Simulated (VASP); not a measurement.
# HfO2 (P1) in VASP: a series of runs, part 2 of 2

VASP 6.6.1. Earlier steps stand in the parts before.

## (3) Single point, PBE (atoms moved at random and the cell strained at random)

Input file INCAR:

```
SYSTEM = HfO2
PREC = Accurate
ENCUT = 520
EDIFF = 1E-6
ISMEAR = 0
SIGMA = 0.05
LREAL = .FALSE.
LASPH = .TRUE.
NELM = 60
ALGO = Normal
ISIF = 2
LWAVE = .FALSE.
LCHARG = .FALSE.
GGA = PE
NBANDS = 31
```

Input file KPOINTS:

```
Automatic mesh
0
G
  6 6 4
  0 0 0
```

Input file POSCAR:

```
HfO2
1.0
    3.7991186363     -0.0779656002     -0.0098836521
   -0.0779656002      3.6509667503     -0.0238277322
   -0.0144347452     -0.0347996104      5.2628076266
Hf O
2 4
Direct
    0.4914190968      0.5046184767      0.5010799005
   -0.0193554040     -0.0014146250      0.0020299548
   -0.0007590091      0.4998252930      0.6978716371
    0.5297696589      0.0062725484      0.8161007837
    0.5067083904     -0.0139336438      0.2887015461
   -0.0077827329      0.5046319506      0.1942161777
```

Potentials or basis: VASP PAW PBE potentials, release 64 (Hf_pv, O).

Run with:

```console
$ cat potpaw_PBE.64/Hf_pv/POTCAR potpaw_PBE.64/O/POTCAR > POTCAR
$ mpirun -np 1 vasp_std > vasp.out
```

OUTCAR:

```text
SYSTEM = HfO2
   PREC = Accurate
   ENCUT = 520
   EDIFF = 1E-6
   ISMEAR = 0
   LREAL = .FALSE.
   LASPH = .TRUE.
   NELM = 60
   ISIF = 2
   GGA = PE

 ion  position               nearest neighbor table
   1  0.491  0.505  0.501-   5 2.09   3 2.14   3 2.19   5 2.19   4 2.45   6 2.48   4 2.49   6 2.50
                             2 3.63   2 3.67   2 3.69   2 3.74   2 3.74   2 3.77   2 3.77   2 3.78
   2  0.981  0.999  0.002-   4 1.97   6 2.08   6 2.09   4 2.31   5 2.35   3 2.41   3 2.45   5 2.50
                             1 3.63   1 3.67   1 3.69   1 3.74   1 3.74   1 3.77   1 3.77   1 3.78
   3  0.999  0.500  0.698-   1 2.14   1 2.19   2 2.41   2 2.45
   4  0.530  0.006  0.816-   2 1.97   2 2.31   1 2.45   1 2.49
   5  0.507  0.986  0.289-   1 2.09   1 2.19   2 2.35   2 2.50
   6  0.992  0.505  0.194-   2 2.08   2 2.09   1 2.48   1 2.50

  LATTYP: Found a triclinic cell.
 ALAT       =     5.1589198088
 B/A-ratio  =     0.7365750104
 C/A-ratio  =     1.0201636524
 COS(alpha) =     0.0052074020
 COS(beta)  =     0.0130922688
 COS(gamma) =     0.7069571541

  Lattice vectors:

 A1 = (   3.7211530361,   3.5730011501,  -0.0337113843)
 A2 = (   3.7991186363,  -0.0779656002,  -0.0098836521)
 A3 = (   0.0144347452,   0.0347996104,  -5.2628076266)

Analysis of symmetry for initial positions (statically):
=====================================================================
 Subroutine PRICEL returns:
 Original cell was already a primitive cell.

 Routine SETGRP: Setting up the symmetry group for a
 triclinic supercell.

 Subroutine GETGRP returns: Found  1 space group operations
 (whereof  1 operations were pure point group operations)
 out of a pool of  2 trial point group operations.

The static configuration has the point symmetry C_1 .

Analysis of symmetry for dynamics (positions and initial velocities):
[... 139 lines left out ...]
     AMIX_MAG =   1.60;   BMIX_MAG =  1.00
  volume/ion in A,a.u.               =      12.16        82.06
  Fermi-wavevector in a.u.,A,eV,Ry     =   1.383122  2.613722 26.028306  1.913027
  Thomas-Fermi vector in A             =   2.507749
   LORBIT       =      0    0 simple, 1 ext, 2 COOP (PROOUT), +10 PAW based schemes
   GGA     = PE    functional components
   LHFCALC =     F    Hartree Fock is set to
   AEXX    =    0.0000 exact exchange contribution
   IVDW    =     0    specifies the selected vdW correction
   LEPSILON=     F    determine dielectric tensor
   LRPA    =     F    only Hartree local field effects (RPA)
 non-spin polarized calculation
 Gauss-broadening in eV      SIGMA  =   0.05
  energy-cutoff  :      520.00
  volume of cell :       72.96
 maximum number of plane-waves:      1989
   NGX = 15   NGY = 13   NGZ = 19

 number of electron      44.0000003 magnetization

 Free energy of the ion-electron system (eV)
  ---------------------------------------------------
  ext. energy  EPLUGINS =         0.00000000
  ---------------------------------------------------
  free energy    TOTEN  =       -59.97295822 eV

  energy without entropy =      -59.97295822  energy(sigma->0) =      -59.97295822

 E-fermi :   3.1341     XC(G=0): -11.2292

 val. band max:        2.8657251614   @ k =  -0.1667   0.1667   0.0000
 cond. band min:       6.9530214682   @ k =   0.0000   0.0000   0.0000
 fundamental gap:      4.0872963069
 Fermi energy:         3.1340956925

 k-point     1 :       0.0000    0.0000    0.0000
  band No.  band energies     occupation
      1     -27.1401      2.00000
      2     -26.9800      2.00000
      3     -26.9271      2.00000
      4     -26.6573      2.00000
      5     -26.5409      2.00000
      6     -26.4584      2.00000
[... 805 lines left out ...]
     30      11.1318      0.00000
     31      11.5409      0.00000

 [... further k-points ...]

------------------------ aborting loop because EDIFF is reached ----------------------------------------

  FORCE on cell =-STRESS in cart. coord.  units (eV):
  Direction    XX          YY          ZZ          XY          YZ          ZX
  --------------------------------------------------------------------------------------
  -------------------------------------------------------------------------------------
  Total       -8.7819775     -7.9931355     -3.6272063      2.9917935     -0.3529035      1.1201254
  in kB     -192.8444804   -175.5222052    -79.6502512     65.6971462     -7.7494490     24.5969666
  external PRESSURE =    -149.3389789 kB  Pullay stress =       0.0000000 kB

 VOLUME and BASIS-vectors are now :
 -----------------------------------------------------------------------------
  energy-cutoff  :      520.00
  volume of cell :       72.96
      direct lattice vectors                 reciprocal lattice vectors
     3.799118636 -0.077965600 -0.009883652     0.263336428  0.005628449  0.000759492
    -0.077965600  3.650966750 -0.023827732     0.005628449  0.274032178  0.001827439
    -0.014434745 -0.034799610  5.262807627     0.000520034  0.001251270  0.190022346

 POSITION                                       TOTAL-FORCE (eV/Angst)
 -----------------------------------------------------------------------------------
      1.82038      1.78659      2.62021         0.294843     -0.128910      0.080681
      3.64770      3.56927     -0.02280         0.965056      0.009188      0.106846
      3.74719      1.72265      3.65098         0.566509      0.199294     -0.781090
      2.00039     -0.04680      4.28960        -1.982013     -0.245385     -1.302270
      1.84400      3.55054      1.49088        -0.064057      0.590067      1.628256
      3.72740      1.75828      1.00029         0.219661     -0.424254      0.267578
 -----------------------------------------------------------------------------------
    total drift:                               -0.000619     -0.000495      0.000530

  FREE ENERGIE OF THE ION-ELECTRON SYSTEM (eV)
  ---------------------------------------------------
  free  energy   TOTEN  =       -59.9729582238 eV

  energy  without entropy=      -59.9729582238  energy(sigma->0) =      -59.97295822
```

OSZICAR:

```text
N       E                     dE             d eps       ncg     rms          rms(c)
DAV:   1     0.236322344237E+03    0.23632E+03   -0.24729E+04  4712   0.140E+03
DAV:   2    -0.579553840898E+02   -0.29428E+03   -0.28358E+03  6042   0.350E+02
DAV:   3    -0.715313413839E+02   -0.13576E+02   -0.13522E+02  5819   0.673E+01
DAV:   4    -0.716649679422E+02   -0.13363E+00   -0.13356E+00  6220   0.750E+00
DAV:   5    -0.716663225870E+02   -0.13546E-02   -0.13545E-02  6050   0.686E-01    0.618E+01
DAV:   6    -0.602906057386E+02    0.11376E+02   -0.52347E+01  5529   0.378E+01    0.525E+01
DAV:   7    -0.600459156383E+02    0.24469E+00   -0.27192E+00  5968   0.996E+00    0.360E+01
DAV:   8    -0.600230827025E+02    0.22833E-01   -0.60823E-01  5727   0.564E+00    0.122E+01
DAV:   9    -0.599725384826E+02    0.50544E-01   -0.15467E-01  5419   0.264E+00    0.325E+00
DAV:  10    -0.599727540093E+02   -0.21553E-03   -0.65115E-03  6280   0.531E-01    0.576E-01
DAV:  11    -0.599728616703E+02   -0.10766E-03   -0.10187E-03  5927   0.218E-01    0.206E-01
DAV:  12    -0.599729408666E+02   -0.79196E-04   -0.16519E-04  5706   0.939E-02    0.129E-01
DAV:  13    -0.599729534218E+02   -0.12555E-04   -0.35789E-05  6324   0.360E-02    0.404E-02
DAV:  14    -0.599729572865E+02   -0.38647E-05   -0.93780E-06  5426   0.221E-02    0.155E-02
DAV:  15    -0.599729583195E+02   -0.10330E-05   -0.22257E-06  5266   0.880E-03    0.105E-02
DAV:  16    -0.599729582238E+02    0.95711E-07   -0.61046E-07  3266   0.541E-03
   1 F= -.59972958E+02 E0= -.59972958E+02  d E =-.254073E-15
```

Run time: 81 s. Hardware: 1 thread of Intel Xeon 6975P-C (Granite Rapids), shared host; peak memory 0.26 GiB.

Results:

| Quantity | Value |
| --- | --- |
| Free energy | -59.9730 eV |
| Pressure | -14.9 GPa |
| Largest force | 2.384 eV/Å |
| Band gap on the k mesh | 4.09 eV, indirect (least direct gap 4.14 eV) |

Forces in eV/Å, atoms in the order of the input:
```
Hf   0.295 -0.129  0.081
Hf   0.965  0.009  0.107
O    0.567  0.199 -0.781
O   -1.982 -0.245 -1.302
O   -0.064  0.590  1.628
O    0.220 -0.424  0.268
```

Caveat: the cell differs from its parent crystal (atoms moved at random and the cell strained at random); spin-orbit coupling is left out, which moves the levels of the heavy elements; forces of over 1 eV/Å act on the atoms, so gaps and moduli don't describe the material at rest. A k mesh can miss the band edges.
